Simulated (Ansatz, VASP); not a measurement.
# SiO2: VASP beside Ansatz

```
Si O
1.0
    -2.47324    2.47324    3.47354
     2.47324   -2.47324    3.47354
     2.47324    2.47324   -3.47354
Si O
2 4
Direct
  0.00000 0.00000 0.00000
  0.75000 0.25000 0.50000
  0.97317 0.62500 0.84817
  0.37500 0.22317 0.34817
  0.77683 0.12500 0.15183
  0.87500 0.02683 0.65183
```

Change from the starting cell: strain +0.000 along x and y, -0.050 along z, atoms carried along.

Alike in both runs: task single point; functional r2SCAN; k mesh 6 × 6 × 6; occupations gaussian, width 0.05 eV; no spin polarisation.

|  | VASP | Ansatz |
| --- | --- | --- |
| version | VASP 6.6.1 | Ansatz 0.2.0 |
| potentials or method | VASP PAW PBE potentials, release 64 (Si, O), cutoff 520 eV | scalar-relativistic, plane waves, PAW |
| valence electrons in the cell | 32 | 32 |

VASP gave:

| Property | Result |
| --- | --- |
| gap on the k mesh at the Fermi level (eV) | 6.80 |
| least direct gap on the mesh (eV) | 6.80 |
| pressure (GPa) | 9.5 |
| traceless stress, the component that is largest in VASP (GPa) | 1.36 |
| rms of the force components (eV/Å) | 0.267 |

Q: What did Ansatz give for the same quantities?

A: gap on the k mesh at the Fermi level (eV): 6.80; least direct gap on the mesh (eV): 6.80; pressure (GPa): 9.3; traceless stress, the component that is largest in VASP (GPa): 1.36; rms of the force components (eV/Å): 0.266.

VASP's potentials were made for PBE, not for r2SCAN. Atom by atom the forces differ by 0.001 eV/Å (rms over components).
